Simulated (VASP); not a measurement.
InGaAs2, 4 atoms in the cell. Symmetry: P-4m2, No. 115, tetragonal system. Conventional cell: a = 4.139 Å, b = 4.139 Å, c = 5.982 Å, α = 90.00°, β = 90.00°, γ = 90.00°. Within 3.5 Å of In (site symmetry -4m2) lie 4 As at 2.62 Å. Ga (site symmetry -4m2) has 4 As at 2.49 Å within 3.3 Å. Within 3.3 Å of As (site symmetry 2mm) lie 2 Ga at 2.49 Å and 2 In at 2.62 Å.  This cell differs from its parent crystal: uniaxial strain along c: +1.0 %, then relaxed in part.

| Item | Value |
| --- | --- |
| Program | VASP 6.6.1 |
| Task | single point |
| Functional | r2SCAN |
| Potentials or basis | VASP PAW PBE potentials, release 64 (In_d, Ga_d, As) |
| Cutoff | 520 eV |
| k mesh | 8 × 8 × 6 |
| Occupations | gaussian, width 0.01 eV |
| Spin | no spin polarisation |
| Dipole correction | no |
| Further INCAR settings | ALGO = Normal; EDIFF = 1e-07; NBANDS = 26 |

Potentials or basis: VASP PAW PBE potentials, release 64 (In_d, Ga_d, As).

The run is started by

```bash
$ cat potpaw_PBE.64/In_d/POTCAR potpaw_PBE.64/Ga_d/POTCAR potpaw_PBE.64/As/POTCAR > POTCAR
$ cp INCAR.step1 INCAR
$ mpirun -np 1 vasp_std > vasp.out
$ cp INCAR.step2 INCAR
$ mpirun -np 1 vasp_std > vasp.out
```

Hardware: 1 thread of Intel(R) Xeon(R) Platinum 8259CL CPU @ 2.50GHz (Skylake/Cascade Lake) (shared host).

Estimate the wall time of this run.

Run time: 6.5 min on 1 thread of Intel(R) Xeon(R) Platinum 8259CL CPU @ 2.50GHz (Skylake/Cascade Lake), with other jobs on the host, peak memory 0.34 GiB. Counts: k points 60.
